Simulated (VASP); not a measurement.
Wanted: the native input for a VASP 6.6.1 run.

```yaml
Task: single point
Functional: PBE
Potentials_or_basis: VASP PAW PBE potentials, release 64 (Si, P)
Cutoff: 520 eV
k_mesh: 5 × 5 × 2
Occupations: gaussian, width 0.2 eV
Spin: no spin polarisation
Dipole_correction: no
Further_INCAR_settings: ALGO = Normal; EDIFF = 1e-06; NBANDS = 24
```

The structure of Si5P2 lies in POSCAR:

```
Si5P2
1.0
    3.7793320328      0.0000000000      0.0000000000
   -1.8896660164      3.2729975498      0.0000000000
    0.0000000000      0.0000000000     10.8335498395
Si P
5 2
Direct
    0.3333333333      0.6666666667      0.3148611709
    0.6666666667      0.3333333333      0.6851388291
    0.0000000000      0.0000000000      0.3913774746
    0.0000000000      0.0000000000      0.6086225254
    0.0000000000      0.0000000000      0.0000000000
    0.3333333333      0.6666666667      0.1068368072
    0.6666666667      0.3333333333      0.8931631928
```

The input as run:

INCAR

```
PREC = Accurate ; ENCUT = 520
EDIFF = 1E-6 ; ISMEAR = 0
SIGMA = 0.2 ; LREAL = F
LASPH = T ; NELM = 80
ALGO = Normal ; ISIF = 2
LWAVE = F ; LCHARG = F
GGA = PE ; NBANDS = 24
```

KPOINTS

```
regular mesh
0
Gamma
  5 5 2
```

Potentials or basis: VASP PAW PBE potentials, release 64 (Si, P).

Run with:

```bash
$ cat potpaw_PBE.64/Si/POTCAR potpaw_PBE.64/P/POTCAR > POTCAR
$ mpirun -np 1 vasp_std > vasp.out
```

It gave:

The pressure is -0.1 GPa, the largest force is 0.041 eV/Å and the band gap on the k mesh is zero (band 15 reaches 6.38 eV, above the bottom of band 16 at 6.21 eV).

Caveat: the k points lie up to 0.38 Å⁻¹ apart.

Wall time 20 s on 1 thread of AMD EPYC 9R45 96-Core Processor (Zen 5), with other jobs on the host, peak memory 0.2 GiB.
